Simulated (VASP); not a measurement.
# CdSe (F-43m) in VASP: settings compared

Aim: see how the results for CdSe move with the level of theory and the settings. Levels: PBEsol, LDA, r2SCAN, PBE. Tasks: single point.

All numbers are computed with VASP 6.6.1; they aren't measurements. Logs are shortened: lines on timing, memory, paths and dates and some standing lists are left out, and cuts for length are marked.

## Step 1: The cell of the first run

Symmetry: F-43m, No. 216, cubic system. The conventional cell has a = 6.082 Å, b = 6.082 Å, c = 6.082 Å, α = 90.00°, β = 90.00°, γ = 90.00°. Within 3.5 Å of Cd (site symmetry -43m) lie 4 Se at 2.63 Å. Within 3.5 Å of Se (site symmetry -43m) lie 4 Cd at 2.63 Å.

## Step 2: Single point, PBEsol

File INCAR:

```
  ALGO = Normal
  EDIFF = 1E-6
  ENCUT = 520
  GGA = PS
  ISIF = 2
  ISMEAR = -1
  LASPH = T
  LCHARG = F
  LREAL = F
  LWAVE = F
  NBANDS = 16
  NELM = 100
  PREC = Accurate
  SIGMA = 0.02
```

File KPOINTS:

```
k-points
0
Gamma
  6 6 6
```

File POSCAR:

```
CdSe
1.0
    0.0000000000      3.0411501084      3.0411501084
    3.0411501084      0.0000000000      3.0411501084
    3.0411501084      3.0411501084      0.0000000000
Cd Se
1 1
Direct
    0.0000000000      0.0000000000      0.0000000000
    0.7500000000      0.7500000000      0.7500000000
```

Potentials or basis: VASP PAW PBE potentials, release 64 (Cd, Se).

Launch:

```console
> cat potpaw_PBE.64/Cd/POTCAR potpaw_PBE.64/Se/POTCAR > POTCAR
> mpirun -np 1 vasp_std > vasp.out
```

OUTCAR:

```text
EDIFF = 1E-6
   ENCUT = 520
   GGA = PS
   ISIF = 2
   ISMEAR = -1
   LASPH = T
   LREAL = F
   NELM = 100
   PREC = Accurate

 ion  position               nearest neighbor table
   1  0.000  0.000  0.000-   2 2.63   2 2.63   2 2.63   2 2.63
   2  0.750  0.750  0.750-   1 2.63   1 2.63   1 2.63   1 2.63

  LATTYP: Found a face centered cubic cell.
 ALAT       =     6.0823002168

  Lattice vectors:

 A1 = (   0.0000000000,   3.0411501084,   3.0411501084)
 A2 = (   3.0411501084,   0.0000000000,   3.0411501084)
 A3 = (   3.0411501084,   3.0411501084,   0.0000000000)

Analysis of symmetry for initial positions (statically):
=====================================================================
 Subroutine PRICEL returns:
 Original cell was already a primitive cell.

 Routine SETGRP: Setting up the symmetry group for a
 face centered cubic supercell.

 Subroutine GETGRP returns: Found 24 space group operations
 (whereof 24 operations were pure point group operations)
 out of a pool of 48 trial point group operations.

The static configuration has the point symmetry T_d .

Analysis of symmetry for dynamics (positions and initial velocities):
=====================================================================
 Subroutine PRICEL returns:
 Original cell was already a primitive cell.

 Routine SETGRP: Setting up the symmetry group for a
 face centered cubic supercell.

 Subroutine GETGRP returns: Found 24 space group operations
 (whereof 24 operations were pure point group operations)
 out of a pool of 48 trial point group operations.

The dynamic configuration has the point symmetry T_d .

 Subroutine INISYM returns: Found 24 space group operations
 (whereof 24 operations are pure point group operations),
 and found     1 'primitive' translations

----------------------------------------------------------------------------------------

                                     Primitive cell

  volume of cell :      56.2527

  direct lattice vectors                    reciprocal lattice vectors
     0.000000000  3.041150108  3.041150108    -0.164411483  0.164411483  0.164411483
     3.041150108  0.000000000  3.041150108     0.164411483 -0.164411483  0.164411483
     3.041150108  3.041150108  0.000000000     0.164411483  0.164411483 -0.164411483

  length of vectors
     4.300835729  4.300835729  4.300835729     0.284769042  0.284769042  0.284769042

  position of ions in fractional coordinates (direct lattice)
     0.000000000  0.000000000  0.000000000
     0.750000000  0.750000000  0.750000000

  ion indices of the primitive-cell ions
   primitive index   ion index
                 1           1
                 2           2

----------------------------------------------------------------------------------------

 KPOINTS: k-points

Automatic generation of k-mesh.
 Grid dimensions read from file:
 generate k-points for:    6    6    6

 Generating k-lattice:

  Cartesian coordinates                     Fractional coordinates (reciprocal lattice)
    -0.027401914  0.027401914  0.027401914     0.166666667  0.000000000  0.000000000
     0.027401914 -0.027401914  0.027401914     0.000000000  0.166666667  0.000000000
     0.027401914  0.027401914 -0.027401914     0.000000000  0.000000000  0.166666667

  Length of vectors
     0.047461507  0.047461507  0.047461507

  Shift w.r.t. Gamma in fractional coordinates (k-lattice)
     0.000000000  0.000000000  0.000000000

 Subroutine IBZKPT returns following result:
 ===========================================

 Found     16 irreducible k-points:

 Following reciprocal coordinates:
            Coordinates               Weight
  0.000000  0.000000  0.000000      1.000000
  0.166667  0.000000  0.000000      8.000000
  0.333333  0.000000  0.000000      8.000000
  0.500000  0.000000  0.000000      4.000000
  0.166667  0.166667  0.000000      6.000000
  0.333333  0.166667  0.000000     24.000000
[... 8 lines left out ...]
 -0.333333  0.333333  0.166667     24.000000
 -0.333333  0.500000  0.166667     12.000000
   k-points           NKPTS =     16   k-points in BZ     NKDIM =     16   number of bands    NBANDS=     16
   number of dos      NEDOS =    301   number of ions     NIONS =      2
   total plane-waves  NPLWV =  32768
   dimension x,y,z NGX =    32 NGY =   32 NGZ =   32
   dimension x,y,z NGXF=    64 NGYF=   64 NGZF=   64
   ions per type =               1   1
   NGX,Y,Z   is equivalent  to a cutoff of  12.37, 12.37, 12.37 a.u.
   NGXF,Y,Z  is equivalent  to a cutoff of  24.74, 24.74, 24.74 a.u.
 SYSTEM =  unknown system
   PREC   = accura    normal or accurate (medium, high low for compatibility)
   ISTART =      0    job   : 0-new  1-cont  2-samecut
   ICHARG =      2    charge: 1-file 2-atom 10-const
   ISPIN  =      1    spin polarized calculation?
   LNONCOLLINEAR =      F non collinear calculations
   LSORBIT =      F    spin-orbit coupling
   LASPH  =      T    aspherical Exc in radial PAW
   ENCUT  =  520.0 eV  38.22 Ry    6.18 a.u.   8.00  8.00  8.00*2*pi/ulx,y,z
   NELM   =    100;   NELMIN=  2; NELMDL= -5     # of ELM steps
   EDIFF  = 0.1E-05   stopping-criterion for ELM
   LREAL  =      F    real-space projection
   EDIFFG = 0.1E-04   stopping-criterion for IOM
   NSW    =      0    number of steps for IOM
   IBRION =     -1    ionic relax: 0-MD 1-quasi-New 2-CG
   NFREE  =      0    steps in history (QN), initial steepest desc. (CG)
   ISIF   =      2    stress and relaxation
   ISYM   =      2    0-nonsym 1-usesym 2-fastsym
   POTIM  = 0.5000    time-step for ionic-motion
   TEBEG  =    0.0;   TEEND  =   0.0 temperature during run
   PSTRESS=    0.0 pullay stress
   NELECT =      18.0000    total number of electrons
   NUPDOWN=      -1.0000    fix difference up-down
   EMIN   =  10.00;   EMAX   =-10.00  energy-range for DOS
   EFERMI =   0.00;   METHOD = LEGACY
   ISMEAR =    -1;   SIGMA  =   0.02  broadening in eV -4-tet -1-fermi 0-gaus
   EFERMI_NEDOS =   21; number of points for ismear=-14 and -15
   IALGO  =     38    algorithm
   IMIX   =      4    mixing-type and parameters
     AMIX     =   0.40;   BMIX     =  1.00
     AMIX_MAG =   1.60;   BMIX_MAG =  1.00
  volume/ion in A,a.u.               =      28.13       189.81
  Fermi-wavevector in a.u.,A,eV,Ry     =   1.119742  2.116005 17.059274  1.253821
  Thomas-Fermi vector in A             =   2.256383
   LORBIT       =      0    0 simple, 1 ext, 2 COOP (PROOUT), +10 PAW based schemes
   GGA     = PS    functional components
   LHFCALC =     F    Hartree Fock is set to
   AEXX    =    0.0000 exact exchange contribution
   IVDW    =     0    specifies the selected vdW correction
   LEPSILON=     F    determine dielectric tensor
   LRPA    =     F    only Hartree local field effects (RPA)
 non-spin polarized calculation
  energy-cutoff  :      520.00
  volume of cell :       56.25
 maximum number of plane-waves:      1527
   NGX = 15   NGY = 15   NGZ = 15

 number of electron      18.0000002 magnetization

 Free energy of the ion-electron system (eV)
  ---------------------------------------------------
  ext. energy  EPLUGINS =         0.00000000
  ---------------------------------------------------
  free energy    TOTEN  =        -6.17249215 eV

  energy without entropy =       -6.17249210  energy(sigma->0) =       -6.17249213

 E-fermi :   1.0675     XC(G=0):  -9.0980

 val. band max:        0.8162385364   @ k =   0.0000   0.0000   0.0000
 cond. band min:       1.2967698672   @ k =   0.0000   0.0000   0.0000
 fundamental gap:      0.4805313308
 Fermi energy:         1.0674897936

 k-point     1 :       0.0000    0.0000    0.0000
  band No.  band energies     occupation
      1     -11.8075      2.00000
      2      -7.1005      2.00000
      3      -7.1005      2.00000
      4      -7.1005      2.00000
      5      -6.7195      2.00000
      6      -6.7195      2.00000
[... 8 lines left out ...]
     15      11.8792      0.00000
     16      11.8792      0.00000

 k-point     2 :       0.1667    0.0000    0.0000
  band No.  band energies     occupation
      1     -11.7139      2.00000
      2      -7.0713      2.00000
      3      -7.0713      2.00000
      4      -7.0140      2.00000
      5      -6.7205      2.00000
      6      -6.7205      2.00000
[... 8 lines left out ...]
     15      10.8645      0.00000
     16      11.1643      0.00000

 k-point     3 :       0.3333    0.0000    0.0000
  band No.  band energies     occupation
      1     -11.5233      2.00000
      2      -7.0226      2.00000
      3      -7.0226      2.00000
      4      -6.7123      2.00000
      5      -6.7096      2.00000
      6      -6.7096      2.00000
[... 8 lines left out ...]
     15      11.2987      0.00000
     16      11.2987      0.00000

 k-point     4 :       0.5000    0.0000    0.0000
  band No.  band energies     occupation
      1     -11.4269      2.00000
      2      -7.0052      2.00000
      3      -7.0052      2.00000
      4      -6.6956      2.00000
      5      -6.6956      2.00000
      6      -6.4260      2.00000
[... 8 lines left out ...]
     15      12.8929      0.00000
     16      12.8929      0.00000

 k-point     5 :       0.1667    0.1667    0.0000
  band No.  band energies     occupation
      1     -11.6829      2.00000
      2      -7.0412      2.00000
      3      -7.0412      2.00000
      4      -7.0274      2.00000
      5      -6.7372      2.00000
      6      -6.7046      2.00000
[... 8 lines left out ...]
     15      12.1158      0.00000
     16      12.3814      0.00000

 k-point     6 :       0.3333    0.1667    0.0000
  band No.  band energies     occupation
      1     -11.5252      2.00000
      2      -7.0076      2.00000
      3      -6.9841      2.00000
      4      -6.8419      2.00000
      5      -6.6974      2.00000
      6      -6.6916      2.00000
[... 8 lines left out ...]
     15      12.2631      0.00000
     16      12.4952      0.00000

 k-point     7 :       0.5000    0.1667    0.0000
  band No.  band energies     occupation
      1     -11.3981      2.00000
      2      -6.9862      2.00000
      3      -6.9613      2.00000
      4      -6.7434      2.00000
      5      -6.6911      2.00000
      6      -6.4095      2.00000
[... 8 lines left out ...]
     15      12.5370      0.00000
     16      13.0042      0.00000

 k-point     8 :      -0.3333    0.1667    0.0000
  band No.  band energies     occupation
      1     -11.4297      2.00000
      2      -6.9869      2.00000
      3      -6.9821      2.00000
      4      -6.7229      2.00000
      5      -6.7202      2.00000
      6      -6.4977      2.00000
[... 8 lines left out ...]
     15      11.7098      0.00000
     16      12.8381      0.00000

 k-point     9 :      -0.1667    0.1667    0.0000
  band No.  band energies     occupation
      1     -11.5880      2.00000
      2      -7.0370      2.00000
      3      -7.0176      2.00000
      4      -6.8747      2.00000
      5      -6.7343      2.00000
      6      -6.6944      2.00000
[... 8 lines left out ...]
     15      11.3616      0.00000
     16      12.6882      0.00000

 k-point    10 :       0.3333    0.3333    0.0000
  band No.  band energies     occupation
      1     -11.4320      2.00000
      2      -6.9090      2.00000
      3      -6.9090      2.00000
      4      -6.9010      2.00000
      5      -6.6747      2.00000
      6      -6.6233      2.00000
[... 8 lines left out ...]
     15      12.7389      0.00000
     16      14.8291      0.00000

 k-point    11 :       0.5000    0.3333    0.0000
  band No.  band energies     occupation
      1     -11.3382      2.00000
      2      -6.9288      2.00000
      3      -6.8745      2.00000
      4      -6.8236      2.00000
      5      -6.6749      2.00000
      6      -6.3789      2.00000
[... 8 lines left out ...]
     15      13.2993      0.00000
     16      13.9482      0.00000

 k-point    12 :      -0.3333    0.3333    0.0000
  band No.  band energies     occupation
      1     -11.3380      2.00000
      2      -6.9540      2.00000
      3      -6.9061      2.00000
      4      -6.7591      2.00000
      5      -6.7057      2.00000
      6      -6.2906      2.00000
[... 8 lines left out ...]
     15      11.5502      0.00000
     16      14.8009      0.00000

 k-point    13 :       0.5000    0.5000    0.0000
  band No.  band energies     occupation
      1     -11.3071      2.00000
      2      -6.9104      2.00000
      3      -6.8347      2.00000
      4      -6.8347      2.00000
      5      -6.6597      2.00000
      6      -6.3631      2.00000
[... 8 lines left out ...]
     15      13.1977      0.00000
     16      14.1273      0.00000

 k-point    14 :       0.5000    0.3333    0.1667
  band No.  band energies     occupation
      1     -11.4001      2.00000
      2      -6.9525      2.00000
      3      -6.9446      2.00000
      4      -6.7909      2.00000
      5      -6.6929      2.00000
      6      -6.4848      2.00000
[... 8 lines left out ...]
     15      12.8625      0.00000
     16      13.8685      0.00000

 k-point    15 :      -0.3333    0.3333    0.1667
  band No.  band energies     occupation
      1     -11.3380      2.00000
      2      -6.9462      2.00000
      3      -6.9173      2.00000
      4      -6.7527      2.00000
      5      -6.7088      2.00000
      6      -6.2896      2.00000
[... 8 lines left out ...]
     15      12.6078      0.00000
     16      13.7912      0.00000

 k-point    16 :      -0.3333    0.5000    0.1667
  band No.  band energies     occupation
      1     -11.3078      2.00000
      2      -6.9129      2.00000
      3      -6.8900      2.00000
      4      -6.7848      2.00000
      5      -6.6917      2.00000
      6      -6.2637      2.00000
[... 8 lines left out ...]
     15      13.5377      0.00000
     16      13.7311      0.00000

------------------------ aborting loop because EDIFF is reached ----------------------------------------

  FORCE on cell =-STRESS in cart. coord.  units (eV):
  Direction    XX          YY          ZZ          XY          YZ          ZX
  --------------------------------------------------------------------------------------
  -------------------------------------------------------------------------------------
  Total        0.1176964      0.1176964      0.1176964     -0.0000000     -0.0000000     -0.0000000
  in kB        3.3522009      3.3522009      3.3522009     -0.0000000     -0.0000000     -0.0000000
  external PRESSURE =       3.3522009 kB  Pullay stress =       0.0000000 kB

 VOLUME and BASIS-vectors are now :
 -----------------------------------------------------------------------------
  energy-cutoff  :      520.00
  volume of cell :       56.25
      direct lattice vectors                 reciprocal lattice vectors
     0.000000000  3.041150108  3.041150108    -0.164411483  0.164411483  0.164411483
     3.041150108  0.000000000  3.041150108     0.164411483 -0.164411483  0.164411483
     3.041150108  3.041150108  0.000000000     0.164411483  0.164411483 -0.164411483

 POSITION                                       TOTAL-FORCE (eV/Angst)
 -----------------------------------------------------------------------------------
      0.00000      0.00000      0.00000        -0.000000     -0.000000     -0.000000
      4.56173      4.56173      4.56173         0.000000      0.000000      0.000000
 -----------------------------------------------------------------------------------
    total drift:                                0.000000      0.000000      0.000000

  FREE ENERGIE OF THE ION-ELECTRON SYSTEM (eV)
  ---------------------------------------------------
  free  energy   TOTEN  =        -6.1724921533 eV

  energy  without entropy=       -6.1724921027  energy(sigma->0) =       -6.17249213
```

Wall time 12 s (1 thread of Intel Xeon 8259CL, shared host); peak memory 0.18 GiB.

What came out:

```yaml
Free_energy: -6.1725 eV
Pressure: 0.3 GPa
Band_gap_on_the_k_mesh: 0.48 eV
```

Caveat: the PAW data sets were made with another functional, which shifts forces and pressure a little.

## Step 3: Single point, LDA

This run uses another cell than the first one, of 27.12 Å³/atom.

File INCAR:

```
PREC = Accurate
ENCUT = 520
EDIFF = 1E-6
ISMEAR = -1
SIGMA = 0.02
LREAL = F
LASPH = T
NELM = 100
ALGO = Normal
ISIF = 2
LWAVE = F
LCHARG = F
GGA = CA
NBANDS = 16
```

File KPOINTS:

```
regular mesh
0
Gamma
  6 6 6
```

File POSCAR:

```
CdSe
1.0
    0.0000000000      3.0044971087      3.0044971087
    3.0044971087      0.0000000000      3.0044971087
    3.0044971087      3.0044971087      0.0000000000
Cd Se
1 1
Direct
    0.0000000000      0.0000000000      0.0000000000
    0.7500000000      0.7500000000      0.7500000000
```

Potentials or basis: VASP PAW LDA potentials, release 64 (Cd, Se).

Launch:

```console
> cat potpaw_LDA.64/Cd/POTCAR potpaw_LDA.64/Se/POTCAR > POTCAR
> mpirun -np 1 vasp_std > vasp.out
```

It took 9.6 s on 1 thread of Intel Xeon 8259CL, shared host; peak memory 0.16 GiB.

The run converged. Its results:

```
Free energy            : -6.7564 eV
Pressure               : 0.5 GPa
Band gap on the k mesh : 0.43 eV
```

Levels at points of the mesh, in eV from the valence-band top:
```
           k point  band 7  band 8  band 9  band 10  band 11  band 12
(0.00, 0.00, 0.00)    0.00    0.00    0.00     0.43     5.79     5.79
(0.50, 0.00, 0.00)   -4.70   -0.82   -0.82     2.24     6.32     6.32
(0.50, 0.50, 0.00)   -4.33   -2.02   -2.02     2.86     3.64     9.06
```

## Step 4: Single point, r2SCAN

This run uses another cell than the first one, of 28.87 Å³/atom.

File POSCAR:

```
CdSe
1.0
    0.0000000000      3.0678016992      3.0678016992
    3.0678016992      0.0000000000      3.0678016992
    3.0678016992      3.0678016992      0.0000000000
Cd Se
1 1
Direct
    0.0000000000      0.0000000000      0.0000000000
    0.7500000000      0.7500000000      0.7500000000
```

File INCAR.step1:

```
SYSTEM = CdSe
  PREC = Accurate
  ENCUT = 520
  ISMEAR = -1
  SIGMA = 0.02
  LREAL = .FALSE.
  LASPH = .TRUE.
  NELM = 100
  NBANDS = 16
  GGA = PE
  ALGO = Normal
  EDIFF = 1E-4
  LWAVE = .TRUE.
  LCHARG = .FALSE.
```

File INCAR.step2:

```
SYSTEM = CdSe
  PREC = Accurate
  ENCUT = 520
  EDIFF = 1E-7
  ISMEAR = -1
  SIGMA = 0.02
  LREAL = .FALSE.
  LASPH = .TRUE.
  NELM = 100
  ALGO = Normal
  ISIF = 2
  LWAVE = .FALSE.
  LCHARG = .FALSE.
  METAGGA = R2SCAN
  LMIXTAU = .TRUE.
  NBANDS = 16
  ISTART = 1
```

File KPOINTS:

```
Automatic mesh
0
G
  6 6 6
  0 0 0
```

Potentials or basis: VASP PAW PBE potentials, release 64 (Cd, Se).

Launch:

```console
> cat potpaw_PBE.64/Cd/POTCAR potpaw_PBE.64/Se/POTCAR > POTCAR
> cp INCAR.step1 INCAR
> mpirun -np 1 vasp_std > vasp.out
> cp INCAR.step2 INCAR
> mpirun -np 1 vasp_std > vasp.out
```

Wall time 78 s (1 thread of Intel Xeon 8259CL, shared host); peak memory 0.19 GiB.

Results (log left out):

- Free energy: -35.9130 eV
- Pressure: 0.2 GPa
- Band gap on the k mesh: 1.03 eV

Levels at points of the mesh, in eV from the valence-band top:
```csv
k point,band 7,band 8,band 9,band 10,band 11,band 12
"(0.00, 0.00, 0.00)",0.00,0.00,0.00,1.03,6.47,6.47
"(0.50, 0.00, 0.00)",-4.27,-0.72,-0.72,2.82,6.92,6.92
"(0.50, 0.50, 0.00)",-3.97,-1.80,-1.80,3.50,4.13,9.56
```

Caveat: the PAW data sets were made with another functional, which shifts forces and pressure a little.

[end of part 1 of 2]
